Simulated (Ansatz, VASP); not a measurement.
## One calculation of B, two programs

Contents of INCAR:

```
SYSTEM = B
  ALGO = Normal
  EDIFF = 1E-7
  ENCUT = 520
  GGA = PS
  ISIF = 2
  ISMEAR = -1
  LASPH = .TRUE.
  LCHARG = .FALSE.
  LREAL = .FALSE.
  LWAVE = .FALSE.
  NBANDS = 8
  NELM = 80
  PREC = Accurate
  SIGMA = 0.08
```

The input KPOINTS:

```
k-points
0
G
  25 25 25
  0 0 0
```

Contents of POSCAR:

```
B
1.0
   -1.0100825356      1.0100825356      1.0100825356
    1.0100825356     -1.0100825356      1.0100825356
    1.0100825356      1.0100825356     -1.0100825356
B
1
Direct
    0.0000000000      0.0000000000      0.0000000000
```

Input for Ansatz:

```yaml
crystal:
  lattice:
    - [-1.0100825356, 1.0100825356, 1.0100825356]
    - [1.0100825356, -1.0100825356, 1.0100825356]
    - [1.0100825356, 1.0100825356, -1.0100825356]
  atoms:
    - { symbol: B, position: [0.0, 0.0, 0.0] }
kpoints:
  mp_grid: { grid: [25, 25, 25] }
scf:
  occupations: { method: fermi_dirac, width: 0.08 }
hamiltonian:
  xc: pbesol
  pseudopotentials: { kind: all_electron, lapw: { basis_error: 0.001 } }
output:
  forces: true
  stress: true
  eigenvalues: true
  populations: true
```

Change from the starting cell: volume scaled by 0.68, LAPW.

Alike in both runs: task single point; functional PBEsol; k mesh 25 × 25 × 25; occupations fermi-dirac, width 0.08 eV; no spin polarisation.

|  | VASP | Ansatz |
| --- | --- | --- |
| version | VASP 6.6.1 | Ansatz 0.2.0 |
| potentials or method | VASP PAW PBE potentials, release 64 (B), cutoff 520 eV | all-electron LAPW, scalar-relativistic |

```tsv
	VASP	Ansatz	Ansatz less VASP
pressure (GPa)	191.8	190.5	-1.25
```

VASP's potentials were made for PBE, not for PBEsol. Both programs put the cell under a high pressure, so it lies far from rest at this level. Ansatz ran all-electron here, and VASP with PAW potentials.

Noted on VASP's run: the cell as given lies far from equilibrium.
